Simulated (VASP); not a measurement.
**C12N: single point with PBE+D3(BJ)**

The system is C12N, a slab with vacuum.

```
C N
1.0
     4.93116    0.00000    0.00000
    -2.46558    6.78956    0.00000
     0.00000    0.00000   23.73593
C N
24 2
Direct
  0.25000 0.00000 0.16852
  0.25000 0.50000 0.16852
  0.75000 0.00000 0.16852
  0.75000 0.50000 0.16852
  0.00000 0.00000 0.19848
  0.00000 0.50000 0.19848
  0.50000 0.00000 0.19848
  0.50000 0.50000 0.19848
  0.00000 0.00000 0.25843
  0.00000 0.50000 0.25843
  0.50000 0.00000 0.25843
  0.50000 0.50000 0.25843
  0.25000 0.00000 0.28767
  0.25000 0.50000 0.28767
  0.75000 0.00000 0.28767
  0.75000 0.50000 0.28767
  0.25000 0.00000 0.35042
  0.25000 0.50000 0.35042
  0.75000 0.00000 0.35042
  0.75000 0.50000 0.35042
  0.00000 0.00000 0.37647
  0.00000 0.50000 0.37647
  0.50000 0.00000 0.37647
  0.50000 0.50000 0.37647
  0.00000 0.12500 0.50708
  0.00000 0.12500 0.55342
```

```yaml
Program: VASP 6.6.1
Task: single point
Functional: PBE
Dispersion: D3(BJ)
Potentials_or_basis: VASP PAW PBE potentials, release 64 (C, N)
Cutoff: 520 eV
k_mesh: 6 × 4 × 1
Occupations: gaussian, width 0.05 eV
Spin: no spin polarisation
```

The largest force is 3.450 eV/Å and the band gap on the k mesh is zero (bands 53 and 54 overlap by 0.08 eV). The dispersion energy per atom is -0.111 eV.

Forces on the atoms (eV/Å):
```
C    0.011  0.001  1.805
C    0.000  0.001  1.827
C   -0.011  0.001  1.812
C    0.000 -0.003  1.826
C    0.002  0.002 -3.425
C   -0.002 -0.001 -3.449
C   -0.002  0.000 -3.414
C    0.003 -0.001 -3.450
C    0.009  0.001  1.559
C   -0.003  0.001  1.581
C   -0.009 -0.004  1.581
C    0.003  0.001  1.582
C   -0.022  0.002  0.002
C   -0.001 -0.006 -0.001
C    0.023  0.002  0.018
C    0.001  0.000 -0.002
C    0.006  0.012  0.001
C    0.000 -0.004  0.002
C   -0.005  0.015  0.101
C    0.000 -0.001 -0.020
C    0.043 -0.055 -0.153
C   -0.009  0.013  0.055
C   -0.030  0.002  0.110
C    0.008  0.006  0.065
N   -0.020  0.029 -2.126
N    0.006 -0.012  2.112
```

Levels at points of the mesh, in eV from the Fermi level:
```
           k point  band 51  band 52  band 53  band 54  band 55  band 56
(0.00, 0.00, 0.00)    -0.30    -0.30    -0.09     0.49     0.50     0.52
(0.50, 0.00, 0.00)    -0.12    -0.06    -0.04     0.04     0.04     0.16
(0.00, 0.50, 0.00)    -0.29    -0.29    -0.29     0.51     0.52     0.67
(0.50, 0.50, 0.00)    -0.12    -0.06    -0.04     0.04     0.04     0.16
```

It took 21 min on 1 thread of Intel(R) Xeon(R) 6975P-C (Granite Rapids), on a shared host, peak memory 1 GiB.

Caveat: the standard files for N, O and F lose accuracy on very short bonds.
